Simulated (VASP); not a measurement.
# HfH (P6_3/mmc) in VASP: density of states with PBE

Aim: the density of states of HfH with PBE.

Program: VASP 6.6.1. These are calculated values, not measurements. Logs are shortened: lines on timing, memory, paths and dates and some standing lists are left out, and cuts for length are marked.

## Step 1: The cell of the first run

It takes space group P6_3/mmc (No. 194, hexagonal). Conventional cell: a = 3.206 Å, b = 3.206 Å, c = 5.328 Å, α = 90.00°, β = 90.00°, γ = 120.00°. Hf (site symmetry -6m2) has 6 H at 2.28 Å within 3.0 Å. H (site symmetry -3m) has 6 Hf at 2.28 Å and 2 H at 2.66 Å within 3.0 Å.

## Step 2: Density of states, PBE

Input file POSCAR:

```
HfH
1.0
    3.2063130069      0.0000000000      0.0000000000
   -1.6031565035      2.7767485164      0.0000000000
    0.0000000000      0.0000000000      5.3282068769
Hf H
2 2
Direct
    0.3333333333      0.6666666667      0.7500000000
    0.6666666667      0.3333333333      0.2500000000
    0.0000000000      0.0000000000      0.0000000000
    0.0000000000      0.0000000000      0.5000000000
```

Input file INCAR.step1:

```
  PREC = Accurate
  ENCUT = 520
  EDIFF = 1E-6
  ISMEAR = 0
  SIGMA = 0.1
  LREAL = False
  LASPH = True
  NELM = 100
  ALGO = Normal
  ISIF = 2
  LWAVE = False
  LCHARG = True
  LMAXMIX = 4
  GGA = PE
  NBANDS = 19
```

Input file KPOINTS.step1:

```
Automatic mesh
0
Gamma
  18 18 10
```

Input file INCAR.step2:

```
  PREC = Accurate
  ENCUT = 520
  EDIFF = 1E-6
  ISMEAR = -5
  SIGMA = 0.1
  LREAL = False
  LASPH = True
  NELM = 100
  ALGO = Normal
  ISIF = 2
  LWAVE = False
  LCHARG = False
  LMAXMIX = 4
  GGA = PE
  LORBIT = 11
  NEDOS = 2001
  ICHARG = 11
```

Input file KPOINTS.step2:

```
Automatic mesh
0
Gamma
  27 27 15
```

Potentials or basis: VASP PAW PBE potentials, release 64 (Hf_pv, H).

Command:

```sh
$ cat potpaw_PBE.64/Hf_pv/POTCAR potpaw_PBE.64/H/POTCAR > POTCAR
$ cp INCAR.step1 INCAR
$ cp KPOINTS.step1 KPOINTS
$ mpirun -np 1 vasp_std > vasp.out
$ cp INCAR.step2 INCAR
$ cp KPOINTS.step2 KPOINTS
$ mpirun -np 1 vasp_std > vasp.out
```

OUTCAR:

```text
PREC = Accurate
   ENCUT = 520
   EDIFF = 1E-6
   ISMEAR = -5
   LREAL = False
   LASPH = True
   NELM = 100
   ISIF = 2
   GGA = PE
   LORBIT = 11
   ICHARG = 11

 ion  position               nearest neighbor table
   1  0.333  0.667  0.750-   3 2.28   4 2.28   3 2.28   4 2.28   3 2.28   4 2.28   2 3.24   2 3.24
                             2 3.24   2 3.24   2 3.24   2 3.24
   2  0.667  0.333  0.250-   3 2.28   4 2.28   3 2.28   4 2.28   3 2.28   4 2.28   1 3.24   1 3.24
                             1 3.24   1 3.24   1 3.24   1 3.24
   3  0.000  0.000  0.000-   1 2.28   2 2.28   1 2.28   2 2.28   2 2.28   1 2.28
   4  0.000  0.000  0.500-   1 2.28   2 2.28   1 2.28   2 2.28   2 2.28   1 2.28

  LATTYP: Found a hexagonal cell.
 ALAT       =     3.2063130069
 C/A-ratio  =     1.6617862528

  Lattice vectors:

 A1 = (   3.2063130069,   0.0000000000,   0.0000000000)
 A2 = (  -1.6031565035,   2.7767485164,   0.0000000000)
 A3 = (   0.0000000000,   0.0000000000,   5.3282068769)

Analysis of symmetry for initial positions (statically):
=====================================================================
 Subroutine PRICEL returns:
 Original cell was already a primitive cell.

 Routine SETGRP: Setting up the symmetry group for a
 hexagonal supercell.

 Subroutine GETGRP returns: Found 24 space group operations
 (whereof 12 operations were pure point group operations)
 out of a pool of 24 trial point group operations.

The static configuration has the point symmetry D_3d.
 The point group associated with its full space group is D_6h.

Analysis of symmetry for dynamics (positions and initial velocities):
=====================================================================
 Subroutine PRICEL returns:
 Original cell was already a primitive cell.

 Routine SETGRP: Setting up the symmetry group for a
 hexagonal supercell.

 Subroutine GETGRP returns: Found 24 space group operations
 (whereof 12 operations were pure point group operations)
 out of a pool of 24 trial point group operations.

The dynamic configuration has the point symmetry D_3d.
 The point group associated with its full space group is D_6h.

 Subroutine INISYM returns: Found 24 space group operations
 (whereof 12 operations are pure point group operations),
 and found     1 'primitive' translations

----------------------------------------------------------------------------------------

                                     Primitive cell
[... 113 lines left out ...]
   EFERMI_NEDOS =   21; number of points for ismear=-14 and -15
   IALGO  =     38    algorithm
   IMIX   =      4    mixing-type and parameters
     AMIX     =   0.40;   BMIX     =  1.00
     AMIX_MAG =   1.60;   BMIX_MAG =  1.00
  volume/ion in A,a.u.               =      11.86        80.03
  Fermi-wavevector in a.u.,A,eV,Ry     =   1.267188  2.394639 21.847781  1.605767
  Thomas-Fermi vector in A             =   2.400350
   LORBIT       =     11    0 simple, 1 ext, 2 COOP (PROOUT), +10 PAW based schemes
   GGA     = PE    functional components
   LHFCALC =     F    Hartree Fock is set to
   AEXX    =    0.0000 exact exchange contribution
   IVDW    =     0    specifies the selected vdW correction
   LEPSILON=     F    determine dielectric tensor
   LRPA    =     F    only Hartree local field effects (RPA)
 non-spin polarized calculation
 Fermi weights with tetrahedron method with Bloechl corrections
  energy-cutoff  :      520.00
  volume of cell :       47.44
 maximum number of plane-waves:      1300
 NGX is ok and might be reduce to    24

 number of electron      22.0000000 magnetization

 Free energy of the ion-electron system (eV)
  ---------------------------------------------------
  ext. energy  EPLUGINS =         0.00000000
  ---------------------------------------------------
  free energy    TOTEN  =       -27.36466450 eV

  energy without entropy =      -27.36466450  energy(sigma->0) =      -27.36466450

 E-fermi :   5.1730     XC(G=0): -11.5399

 val. band max:        5.1971647029   @ k =   0.2593   0.1852   0.0000
 cond. band min:       5.1541975884   @ k =   0.1111   0.1111   0.4000
 fundamental gap:     -0.0429671145
 Fermi energy:         5.1729904492

 k-point     1 :       0.0000    0.0000    0.0000
  band No.  band energies     occupation
      1     -25.7530      2.00000
      2     -25.1505      2.00000
      3     -25.1505      2.00000
      4     -25.0695      2.00000
      5     -25.0695      2.00000
      6     -25.0686      2.00000
      7      -4.6727      2.00000
      8       0.2660      2.00000
      9       1.0705      2.00000
     10       6.0558      0.00000
     11       6.0558      0.00000
     12       6.0568      0.00000
     13       6.9524      0.00000
     14       6.9524      0.00000
[... 401 lines left out ...]
      2     -25.5553      2.00000
      3     -25.4846      2.00000
      4     -25.3001      2.00000
      5     -25.1806      2.00000
      6     -25.1612      2.00000
      7      -1.8397      2.00000
      8      -0.7671      2.00000
      9       1.9084      2.00000
     10       3.7756      2.00000
     11       5.4499      0.00000
     12       5.5483      0.00000
     13       5.9843      0.00000
     14       9.3519      0.00000
     15       9.8356      0.00000

 [... further k-points ...]
[... 5 lines left out ...]
  --------------------------------------------------------------------------------------
  -------------------------------------------------------------------------------------
  Total       -0.1871748     -0.1871748     -0.2756738      0.0000000      0.0000000      0.0000000
  in kB       -6.3217084     -6.3217084     -9.3107050      0.0000000      0.0000000      0.0000000
  external PRESSURE =      -7.3180406 kB  Pullay stress =       0.0000000 kB

 VOLUME and BASIS-vectors are now :
 -----------------------------------------------------------------------------
  energy-cutoff  :      520.00
  volume of cell :       47.44
      direct lattice vectors                 reciprocal lattice vectors
     3.206313007  0.000000000  0.000000000     0.311884709  0.180066721  0.000000000
    -1.603156503  2.776748516  0.000000000     0.000000000  0.360133442  0.000000000
     0.000000000  0.000000000  5.328206877     0.000000000  0.000000000  0.187680400

 POSITION                                       TOTAL-FORCE (eV/Angst)
 -----------------------------------------------------------------------------------
     -0.00000      1.85117      3.99616         0.000000      0.000000      0.000000
      1.60316      0.92558      1.33205        -0.000000      0.000000      0.000000
      0.00000      0.00000      0.00000        -0.000000      0.000000      0.000000
      0.00000      0.00000      2.66410        -0.000000      0.000000      0.000000
 -----------------------------------------------------------------------------------
    total drift:                               -0.000000      0.000000     -0.000000

  FREE ENERGIE OF THE ION-ELECTRON SYSTEM (eV)
  ---------------------------------------------------
  free  energy   TOTEN  =       -27.3646645023 eV

  energy  without entropy=      -27.3646645023  energy(sigma->0) =      -27.36466450

 total charge

# of ion       s       p       d       tot
------------------------------------------
    1        0.335   6.416   1.593   8.343
    2        0.335   6.416   1.593   8.343
    3        0.510   0.019   0.000   0.529
    4        0.510   0.019   0.000   0.529
--------------------------------------------------
tot          1.688  12.870   3.185  17.744
```

OUTCAR.step1:

```text
PREC = Accurate
   ENCUT = 520
   EDIFF = 1E-6
   ISMEAR = 0
   LREAL = False
[... 762 lines left out ...]
     -0.00000      1.85117      3.99616        -0.000000      0.000000      0.000000
      1.60316      0.92558      1.33205         0.000000     -0.000000      0.000000
      0.00000      0.00000      0.00000         0.000000      0.000000      0.000000
      0.00000      0.00000      2.66410         0.000000      0.000000      0.000000
 -----------------------------------------------------------------------------------
    total drift:                               -0.000000      0.000000     -0.000000

  FREE ENERGIE OF THE ION-ELECTRON SYSTEM (eV)
  ---------------------------------------------------
  free  energy   TOTEN  =       -27.3739674406 eV

  energy  without entropy=      -27.3560729822  energy(sigma->0) =      -27.36502021
```

Run time: 1.9 min. Hardware: 1 thread of Intel Xeon Platinum 8559C (Emerald Rapids), shared host; peak memory 0.49 GiB.

What came out:

| Quantity | Value |
| --- | --- |
| Valence electrons inside the program's atomic spheres | Hf 8.34; H 0.53 |

Levels at points of the mesh, in eV from the Fermi level:
```
           k point  band 8  band 9  band 10  band 11  band 12  band 13  band 14  band 15
(0.00, 0.00, 0.00)   -4.91   -4.10     0.88     0.88     0.88     1.78     1.78     2.77
```

Caveat: spin-orbit coupling is left out, which moves the levels of the heavy elements; tetrahedron occupations give inexact forces and stress in metals.
